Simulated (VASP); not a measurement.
B18HN18 (a cell with a defect), 37 atoms in the cell. The cell holds a defect, 37 atoms: a = 7.465 Å, b = 7.465 Å, c = 6.495 Å, α = 90.00°, β = 90.00°, γ = 120.00°. 

| Quantity | Value |
| --- | --- |
| Program | VASP 6.6.1 |
| Task | single point |
| Functional | r2SCAN |
| Potentials or basis | VASP PAW PBE potentials, release 64 (B, N, H) |
| Cutoff | 580 eV |
| k mesh | 1 × 1 × 1, shifted |
| Occupations | fermi-dirac, width 0.01 eV |
| Spin | no spin polarisation |
| Dipole correction | no |
| Charge | 1 |
| Further INCAR settings | LREAL = Auto; ALGO = Normal; EDIFF = 1e-06; NBANDS = 96; NELECT = 144.0 |

Potentials or basis: VASP PAW PBE potentials, release 64 (B, N, H).

Launch:

```console
$ cat potpaw_PBE.64/B/POTCAR potpaw_PBE.64/N/POTCAR potpaw_PBE.64/H/POTCAR > POTCAR
$ cp INCAR.step1 INCAR
$ mpirun -np 1 vasp_std > vasp.out
$ cp INCAR.step2 INCAR
$ mpirun -np 1 vasp_std > vasp.out
```

Hardware: 1 thread of Intel(R) Xeon(R) 6975P-C (Granite Rapids) (shared host).

Q: Estimate the wall time of this run.

A: Wall time 11 min on 1 thread of Intel(R) Xeon(R) 6975P-C (Granite Rapids), with other jobs on the host, peak memory 0.55 GiB. Counts: k points 6.
